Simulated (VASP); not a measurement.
Here is a VASP 6.6.1 calculation.

INCAR

```
SYSTEM = CO2
  ALGO = Normal
  EDIFF = 1E-6
  ENCUT = 1000
  GGA_COMPAT = .False.
  ISIF = 2
  ISMEAR = -1
  LASPH = .True.
  LCHARG = .False.
  LREAL = Auto
  LWAVE = .False.
  NBANDS = 82
  NELM = 120
  PREC = Accurate
  SIGMA = 0.05
```

KPOINTS

```
k-points
0
Gamma
  1 1 1
  0 0 0
```

POSCAR

```
CO2
1.0
    8.0824800000      0.0000000000      0.0000000000
    0.0000000000      8.0824800000      0.0000000000
    0.0000000000      0.0000000000      8.0824800000
C O
8 16
Direct
    0.7670912888      0.7822846453      0.6018078610
    0.2817699518      0.9748864210      0.1192208332
    0.6620987618      0.0638912809      0.8676544823
    0.6917926181      0.4294721422      0.5875300650
   -0.0642500817      0.0844666489      0.3191099761
    0.1110426503      0.6538215993      0.4528560541
    0.6761785986      0.3678202730      0.1253823084
    0.1432728568      0.2317729212      0.6829834407
    0.8031074621      0.8262686700      0.7381150340
    0.7401069969      0.7447095446      0.4659337233
    0.2889830844      1.0249205689      0.2547361701
    0.2843310469      0.9449574883     -0.0223569993
    0.6289282497      0.0087844325      0.9973176550
    0.6542793796      0.1464525740      0.7505245915
    0.8244622938      0.3958809672      0.5679321198
    0.5570196276      0.4560728885      0.6036760994
   -0.0457904010      0.1503870099      0.1896818798
   -0.0894774871      0.0246706456      0.4457171561
    0.1050791341      0.6457671408      0.5981208738
    0.1275474854      0.6665775851      0.3157570449
    0.6879076719      0.3925775257     -0.0180266453
    0.6665404678      0.3417515416      0.2688902416
    0.1234893251      0.2263661648      0.8250190536
    0.1651844483      0.2357321020      0.5425686176
```

Potentials or basis: VASP PAW LDA potentials, release 64 (C_h, O_h).

Run with:

```sh
$ cat potpaw_LDA.64/C_h/POTCAR potpaw_LDA.64/O_h/POTCAR > POTCAR
$ mpirun -np 1 vasp_gam > vasp.out
```

Q: Predict the largest force.

A: 5.816 eV/Å.

Q: Estimate the pressure.

A: 0.9 GPa.

Forces on the atoms (eV/Å):
```
C    1.133  1.218  2.348
C    0.552  1.025 -0.765
C   -2.101  0.909  1.166
C   -0.374 -0.394 -0.047
C    0.129  1.691 -2.613
C    0.058 -0.285  5.775
C    0.191 -0.132  0.069
C   -0.128  0.006  1.192
O   -0.912 -1.038 -2.429
O   -0.238 -0.322  0.137
O   -0.282 -0.707 -0.179
O   -0.297 -0.402  0.915
O    1.120 -0.562 -0.178
O    0.967 -0.368 -0.982
O    5.678 -1.083 -0.639
O   -5.253  1.369  0.775
O   -0.078 -1.007  1.593
O    0.033 -0.547  0.946
O   -0.331 -0.062 -1.035
O    0.243  0.356 -4.790
O   -0.195 -0.212  1.890
O   -0.036  0.389 -1.934
O   -0.135  0.024  0.274
O    0.253  0.134 -1.487
```

Caveat: the k points lie up to 0.78 Å⁻¹ apart; the atoms stand as in a frame of molecular dynamics.
